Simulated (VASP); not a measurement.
# Hg (P6_3/mmc) in VASP: a series of runs

Runs on Hg. Level: PBEsol. Tasks: single point.

Everything below comes from runs of VASP 6.6.1. Logs are shortened: lines on timing, memory, paths and dates and some standing lists are left out, and cuts for length are marked.

## (1) The cell of the first run

The structure is hexagonal, space group P6_3/mmc (No. 194). The conventional cell has a = 3.232 Å, b = 3.232 Å, c = 5.419 Å, α = 90.00°, β = 90.00°, γ = 120.00°. Hg (site symmetry -6m2) has 12 Hg at 3.23 to 3.29 Å within 4.3 Å.

## (2) Single point, PBEsol (24.52 Å³/atom)

INCAR reads:

```
SYSTEM = Hg
PREC     = Accurate       ! precision mode
ENCUT    = 520            ! plane-wave cutoff, eV
EDIFF    = 1E-7           ! SCF threshold, eV
ISMEAR   = -1             ! smearing method
SIGMA    = 0.1            ! smearing width, eV
LREAL    = .False.        ! projectors in reciprocal space
LASPH    = .True.         ! aspherical terms in the spheres
NELM     = 80             ! most SCF steps
ALGO     = Normal         ! electronic algorithm
ISIF     = 2              ! what is computed and relaxed
LWAVE    = .False.        ! write WAVECAR
LCHARG   = .False.        ! write CHGCAR
GGA      = PS             ! functional
NBANDS   = 19             ! bands
```

KPOINTS reads:

```
Automatic mesh
0
Gamma
  19 19 10
  0 0 0
```

POSCAR reads:

```
Hg
1.0
    3.2323089524      0.0000000000      0.0000000000
   -1.6161544762      2.7992616656      0.0000000000
    0.0000000000      0.0000000000      5.4188607368
Hg
2
Direct
    0.3333333333      0.6666666667      0.2500000000
    0.6666666667      0.3333333333      0.7500000000
```

Potentials or basis: VASP PAW PBE potentials, release 64 (Hg).

On the command line:

```
$ cat potpaw_PBE.64/Hg/POTCAR > POTCAR
$ mpirun -np 1 vasp_std > vasp.out
```

OUTCAR:

```text
SYSTEM = Hg
   PREC = Accurate
   ENCUT = 520
   EDIFF = 1E-7
   ISMEAR = -1
   LREAL = .False.
   LASPH = .True.
   NELM = 80
   ISIF = 2
   GGA = PS

 ion  position               nearest neighbor table
   1  0.333  0.667  0.250-   2 3.29   2 3.29   2 3.29   2 3.29   2 3.29   2 3.29
   2  0.667  0.333  0.750-   1 3.29   1 3.29   1 3.29   1 3.29   1 3.29   1 3.29

  LATTYP: Found a hexagonal cell.
 ALAT       =     3.2323089524
 C/A-ratio  =     1.6764674468

  Lattice vectors:

 A1 = (   3.2323089524,   0.0000000000,   0.0000000000)
 A2 = (  -1.6161544762,   2.7992616656,   0.0000000000)
 A3 = (   0.0000000000,   0.0000000000,   5.4188607368)

Analysis of symmetry for initial positions (statically):
=====================================================================
 Subroutine PRICEL returns:
 Original cell was already a primitive cell.

 Routine SETGRP: Setting up the symmetry group for a
 hexagonal supercell.

 Subroutine GETGRP returns: Found 24 space group operations
 (whereof 12 operations were pure point group operations)
 out of a pool of 24 trial point group operations.

The static configuration has the point symmetry D_3d.
 The point group associated with its full space group is D_6h.

Analysis of symmetry for dynamics (positions and initial velocities):
=====================================================================
 Subroutine PRICEL returns:
 Original cell was already a primitive cell.

 Routine SETGRP: Setting up the symmetry group for a
 hexagonal supercell.

 Subroutine GETGRP returns: Found 24 space group operations
 (whereof 12 operations were pure point group operations)
 out of a pool of 24 trial point group operations.

The dynamic configuration has the point symmetry D_3d.
 The point group associated with its full space group is D_6h.

 Subroutine INISYM returns: Found 24 space group operations
 (whereof 12 operations are pure point group operations),
 and found     1 'primitive' translations

----------------------------------------------------------------------------------------

                                     Primitive cell

  volume of cell :      49.0303

  direct lattice vectors                    reciprocal lattice vectors
     3.232308952  0.000000000  0.000000000     0.309376367  0.178618529  0.000000000
    -1.616154476  2.799261666  0.000000000     0.000000000  0.357237057  0.000000000
     0.000000000  0.000000000  5.418860737     0.000000000  0.000000000  0.184540635

  length of vectors
     3.232308952  3.232308952  5.418860737     0.357237057  0.357237057  0.184540635

  position of ions in fractional coordinates (direct lattice)
     0.333333333  0.666666667  0.250000000
     0.666666667  0.333333333  0.750000000

  ion indices of the primitive-cell ions
   primitive index   ion index
                 1           1
                 2           2

----------------------------------------------------------------------------------------

 KPOINTS: Automatic mesh

Automatic generation of k-mesh.
 Grid dimensions read from file:
 generate k-points for:   19   19   10

 Generating k-lattice:

  Cartesian coordinates                     Fractional coordinates (reciprocal lattice)
     0.016282967  0.009400975  0.000000000     0.052631579 -0.000000000  0.000000000
     0.000000000  0.018801950  0.000000000     0.000000000  0.052631579  0.000000000
     0.000000000  0.000000000  0.018454063     0.000000000  0.000000000  0.100000000

  Length of vectors
     0.018801950  0.018801950  0.018454063

  Shift w.r.t. Gamma in fractional coordinates (k-lattice)
     0.000000000  0.000000000  0.000000000

 Subroutine IBZKPT returns following result:
 ===========================================

 Found    240 irreducible k-points:

 Following reciprocal coordinates:
            Coordinates               Weight
  0.000000  0.000000  0.000000      1.000000
  0.052632  0.000000  0.000000      6.000000
  0.105263  0.000000  0.000000      6.000000
  0.157895  0.000000  0.000000      6.000000
  0.210526  0.000000  0.000000      6.000000
  0.263158  0.000000  0.000000      6.000000
[... 16 lines left out ...]
  0.263158  0.105263  0.000000     12.000000
  0.315789  0.105263  0.000000     12.000000
 [... further k-points ...]
   k-points           NKPTS =    240   k-points in BZ     NKDIM =    240   number of bands    NBANDS=     19
   number of dos      NEDOS =    301   number of ions     NIONS =      2
   total plane-waves  NPLWV =  23040
   dimension x,y,z NGX =    24 NGY =   24 NGZ =   40
   dimension x,y,z NGXF=    48 NGYF=   48 NGZF=   80
   ions per type =               2
   NGX,Y,Z   is equivalent  to a cutoff of  12.34, 12.34, 12.27 a.u.
   NGXF,Y,Z  is equivalent  to a cutoff of  24.69, 24.69, 24.54 a.u.
 SYSTEM =  Hg
   PREC   = accura    normal or accurate (medium, high low for compatibility)
   ISTART =      0    job   : 0-new  1-cont  2-samecut
   ICHARG =      2    charge: 1-file 2-atom 10-const
   ISPIN  =      1    spin polarized calculation?
   LNONCOLLINEAR =      F non collinear calculations
   LSORBIT =      F    spin-orbit coupling
   LASPH  =      T    aspherical Exc in radial PAW
   ENCUT  =  520.0 eV  38.22 Ry    6.18 a.u.   6.01  6.01 10.08*2*pi/ulx,y,z
   NELM   =     80;   NELMIN=  2; NELMDL= -5     # of ELM steps
   EDIFF  = 0.1E-06   stopping-criterion for ELM
   LREAL  =      F    real-space projection
   EDIFFG = 0.1E-05   stopping-criterion for IOM
   NSW    =      0    number of steps for IOM
   IBRION =     -1    ionic relax: 0-MD 1-quasi-New 2-CG
   NFREE  =      0    steps in history (QN), initial steepest desc. (CG)
   ISIF   =      2    stress and relaxation
   ISYM   =      2    0-nonsym 1-usesym 2-fastsym
   POTIM  = 0.5000    time-step for ionic-motion
   TEBEG  =    0.0;   TEEND  =   0.0 temperature during run
   PSTRESS=    0.0 pullay stress
   NELECT =      24.0000    total number of electrons
   NUPDOWN=      -1.0000    fix difference up-down
   EMIN   =  10.00;   EMAX   =-10.00  energy-range for DOS
   EFERMI =   0.00;   METHOD = LEGACY
   ISMEAR =    -1;   SIGMA  =   0.10  broadening in eV -4-tet -1-fermi 0-gaus
   EFERMI_NEDOS =   21; number of points for ismear=-14 and -15
   IALGO  =     38    algorithm
   IMIX   =      4    mixing-type and parameters
     AMIX     =   0.40;   BMIX     =  1.00
     AMIX_MAG =   1.60;   BMIX_MAG =  1.00
  volume/ion in A,a.u.               =      24.52       165.44
  Fermi-wavevector in a.u.,A,eV,Ry     =   1.290200  2.438125 22.648486  1.664617
  Thomas-Fermi vector in A             =   2.422046
   LORBIT       =      0    0 simple, 1 ext, 2 COOP (PROOUT), +10 PAW based schemes
   GGA     = PS    functional components
   LHFCALC =     F    Hartree Fock is set to
   AEXX    =    0.0000 exact exchange contribution
   IVDW    =     0    specifies the selected vdW correction
   LEPSILON=     F    determine dielectric tensor
   LRPA    =     F    only Hartree local field effects (RPA)
 non-spin polarized calculation
  energy-cutoff  :      520.00
  volume of cell :       49.03
 maximum number of plane-waves:      1344
   NGX = 13   NGY = 13   NGZ = 21

 number of electron      23.9999995 magnetization

 Free energy of the ion-electron system (eV)
  ---------------------------------------------------
  ext. energy  EPLUGINS =         0.00000000
  ---------------------------------------------------
  free energy    TOTEN  =        -1.09297080 eV

  energy without entropy =       -1.07076558  energy(sigma->0) =       -1.08186819

 E-fermi :   2.0167     XC(G=0): -10.8429

 val. band max:        2.0109817576   @ k =   0.2632   0.2632   0.2000
 cond. band min:       2.0271121530   @ k =   0.3158   0.1579   0.1000
 fundamental gap:      0.0161303954
 Fermi energy:         2.0167249977

 k-point     1 :       0.0000    0.0000    0.0000
  band No.  band energies     occupation
      1      -6.5367      2.00000
      2      -5.5611      2.00000
      3      -4.6645      2.00000
      4      -4.5368      2.00000
      5      -4.5368      2.00000
      6      -4.4238      2.00000
[... 11 lines left out ...]
     18      16.7646      0.00000
     19      17.1465      0.00000

 k-point     2 :       0.0526    0.0000    0.0000
  band No.  band energies     occupation
      1      -6.4737      2.00000
      2      -5.5251      2.00000
      3      -4.6723      2.00000
      4      -4.5268      2.00000
      5      -4.5103      2.00000
      6      -4.4329      2.00000
[... 11 lines left out ...]
     18      17.0122      0.00000
     19      17.4816      0.00000

 k-point     3 :       0.1053    0.0000    0.0000
  band No.  band energies     occupation
      1      -6.2895      2.00000
      2      -5.4259      2.00000
      3      -4.6979      2.00000
      4      -4.4988      2.00000
      5      -4.4430      2.00000
      6      -4.4331      2.00000
[... 11 lines left out ...]
     18      17.0144      0.00000
     19      17.4644      0.00000

 k-point     4 :       0.1579    0.0000    0.0000
  band No.  band energies     occupation
      1      -6.0023      2.00000
      2      -5.2970      2.00000
      3      -4.7211      2.00000
      4      -4.5107      2.00000
      5      -4.3684      2.00000
      6      -4.3461      2.00000
[... 11 lines left out ...]
     18      15.9022      0.00000
     19      16.6532      0.00000

 k-point     5 :       0.2105    0.0000    0.0000
  band No.  band energies     occupation
      1      -5.6639      2.00000
      2      -5.2103      2.00000
      3      -4.6776      2.00000
      4      -4.5189      2.00000
      5      -4.5060      2.00000
      6      -4.3100      2.00000
[... 11 lines left out ...]
     18      15.0401      0.00000
     19      16.8824      0.00000
[... 334 lines left out ...]
      2      -5.1081      2.00000
      3      -4.7774      2.00000
      4      -4.5303      2.00000
      5      -4.5164      2.00000
      6      -4.3987      2.00000
[... 11 lines left out ...]
     18      15.1779      0.00000
     19      15.6261      0.00000

 k-point    22 :       0.2105    0.1053    0.0000
  band No.  band energies     occupation
      1      -5.2386      2.00000
      2      -5.1062      2.00000
      3      -4.7031      2.00000
      4      -4.6496      2.00000
      5      -4.4860      2.00000
      6      -4.4529      2.00000
[... 11 lines left out ...]
     18      14.5035      0.00000
     19      15.1025      0.00000

 k-point    23 :       0.2632    0.1053    0.0000
  band No.  band energies     occupation
      1      -5.1716      2.00000
      2      -5.1319      2.00000
      3      -4.8616      2.00000
      4      -4.4955      2.00000
      5      -4.4526      2.00000
      6      -4.3704      2.00000
[... 11 lines left out ...]
     18      13.9097      0.00000
     19      14.6734      0.00000

 k-point    24 :       0.3158    0.1053    0.0000
  band No.  band energies     occupation
      1      -5.2428      2.00000
      2      -5.1242      2.00000
      3      -4.9899      2.00000
      4      -4.5239      2.00000
      5      -4.3502      2.00000
      6      -4.2640      2.00000
[... 11 lines left out ...]
     18      13.4240      0.00000
     19      14.3449      0.00000

 [... further k-points ...]
[... 5 lines left out ...]
  --------------------------------------------------------------------------------------
  -------------------------------------------------------------------------------------
  Total       -0.1782078     -0.1782078     -0.3304329      0.0000000     -0.0000000     -0.0000000
  in kB       -5.8233499     -5.8233499    -10.7976561      0.0000000     -0.0000000     -0.0000000
  external PRESSURE =      -7.4814520 kB  Pullay stress =       0.0000000 kB

 VOLUME and BASIS-vectors are now :
 -----------------------------------------------------------------------------
  energy-cutoff  :      520.00
  volume of cell :       49.03
      direct lattice vectors                 reciprocal lattice vectors
     3.232308952  0.000000000  0.000000000     0.309376367  0.178618529  0.000000000
    -1.616154476  2.799261666  0.000000000     0.000000000  0.357237057  0.000000000
     0.000000000  0.000000000  5.418860737     0.000000000  0.000000000  0.184540635

 POSITION                                       TOTAL-FORCE (eV/Angst)
 -----------------------------------------------------------------------------------
     -0.00000      1.86617      1.35472        -0.000000     -0.000000      0.000000
      1.61615      0.93309      4.06415         0.000000      0.000000      0.000000
 -----------------------------------------------------------------------------------
    total drift:                               -0.000000      0.000000     -0.000000

  FREE ENERGIE OF THE ION-ELECTRON SYSTEM (eV)
  ---------------------------------------------------
  free  energy   TOTEN  =        -1.0929707961 eV

  energy  without entropy=       -1.0707655770  energy(sigma->0) =       -1.08186819
```

Run time: 67 s. Hardware: 1 thread of AMD EPYC 9R45 (Zen 5), shared host; peak memory 0.26 GiB.

Results:

| Quantity | Value |
| --- | --- |
| Free energy | -1.0930 eV |
| Pressure | -0.7 GPa |
| Band gap on the k mesh | zero (bands 12 and 13 overlap by 1.56 eV) |

Stress tensor (GPa, compression positive):
```
-0.58  0.00  0.00
 0.00 -0.58  0.00
 0.00  0.00 -1.08
```

Levels at points of the mesh, in eV from the Fermi level:
```tsv
k point	band 8	band 9	band 10	band 11	band 12	band 13	band 14	band 15	band 16	band 17
(0.00, 0.00, 0.00)	-6.16	-6.16	-5.60	-5.60	-1.73	-1.38	12.83	12.83	13.32	13.58
(0.00, 0.00, 0.50)	-6.22	-5.80	-5.80	-5.80	-5.80	6.15	6.15	13.59	13.59	13.81
```

Caveat: the PAW data sets were made with another functional, which shifts forces and pressure a little; spin-orbit coupling is left out, which moves the levels of the heavy elements.

(Continued in part 2 of 2.)
